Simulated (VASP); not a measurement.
The system is Ni.

```
Ni
1.0
     0.00000    1.77802    1.77802
     1.77802    0.00000    1.77802
     1.77802    1.77802    0.00000
Ni
1
Direct
  0.00000 0.00000 0.00000
```

Base run:

| Item | Value |
| --- | --- |
| Program | VASP 6.6.1 |
| Functional | LDA |
| Potentials or basis | VASP PAW LDA potentials, release 64 (Ni) |
| Cutoff | 520 eV |
| k mesh | 24 × 24 × 24 |
| Occupations | gaussian, width 0.15 eV |
| Spin | collinear spin, ferromagnetic start |
| Starting moments | [1.0] μB |
| Fixed moment | 1 μB |

Its results: pressure -18.6 GPa; site moments Ni +0.99 μB.

Q: The run is repeated on the same cell with these changes: fixed moment from 1 μB to 0.5 μB; moments at the start from [1.0] to [0.5]. What comes out?

A: Pressure -22.1 GPa; site moments Ni +0.51 μB.

Caveats: the cell stands under tension; the total moment is fixed, so each spin has its own Fermi level.
